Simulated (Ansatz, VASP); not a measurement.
Two plane-wave programs on W

Contents of POSCAR:

```
W
1.0
    0.0000000000      2.0300000000      2.0097000000
    2.0300000000      0.0000000000      2.0097000000
    2.0300000000      2.0300000000      0.0000000000
W
1
Direct
    0.0000000000      0.0000000000      0.0000000000
```

Contents of INCAR.step1:

```
PREC = Accurate
ENCUT = 520
ISMEAR = 0
SIGMA = 0.15
LREAL = F
LASPH = T
NELM = 100
NBANDS = 13
GGA = PE
ALGO = Normal
EDIFF = 1E-4
LWAVE = T
LCHARG = F
```

Contents of INCAR.step2:

```
PREC = Accurate
ENCUT = 520
EDIFF = 1E-6
ISMEAR = 0
SIGMA = 0.15
LREAL = F
LASPH = T
NELM = 100
ALGO = Normal
ISIF = 2
LWAVE = F
LCHARG = F
METAGGA = R2SCAN
LMIXTAU = T
NBANDS = 13
ISTART = 1
```

The input KPOINTS:

```
regular mesh
0
Gamma
  20 20 20
```

Input for Ansatz:

```yaml
crystal:
  lattice:
    - [0.0, 2.03, 2.0097]
    - [2.03, 0.0, 2.0097]
    - [2.03, 2.03, 0.0]
  atoms:
    - { symbol: W, position: [0.0, 0.0, 0.0] }
basis:
  ecutwfc: 500
kpoints:
  mp_grid: { grid: [20, 20, 20] }
hamiltonian:
  xc: r2scan
scf:
  occupations: { method: gaussian, width: 0.15 }
output:
  forces: true
  stress: true
  eigenvalues: true
```

Change from the starting cell: strain -0.0100 x Voigt [0, 0, 1, 0, 0, 0], atoms carried along.

Alike in both runs: task single point; functional r2SCAN; k mesh 20 × 20 × 20; occupations gaussian, width 0.15 eV; no spin polarisation.

|  | VASP | Ansatz |
| --- | --- | --- |
| version | VASP 6.6.1 | Ansatz 0.2.0 |
| potentials or method | VASP PAW PBE potentials, release 64 (W_sv), cutoff 520 eV | scalar-relativistic, plane waves, PAW |
| valence electrons in the cell | 14 | 14 |

|  | VASP | Ansatz | Ansatz less VASP |
| --- | --- | --- | --- |
| gap on the k mesh at the Fermi level (eV) | none | none | - |
| pressure (GPa) | -5.1 | -6.2 | -1.04 |
| traceless stress, the component that is largest in VASP (GPa) | -3.20 | -3.16 | +0.034 |

VASP's potentials were made for PBE, not for r2SCAN. A gap of «none» marks a metal or a gap that the smearing closes. The functional is the same, so the differences come from potentials, cutoffs and numerics.

Neither program's run includes spin-orbit coupling.
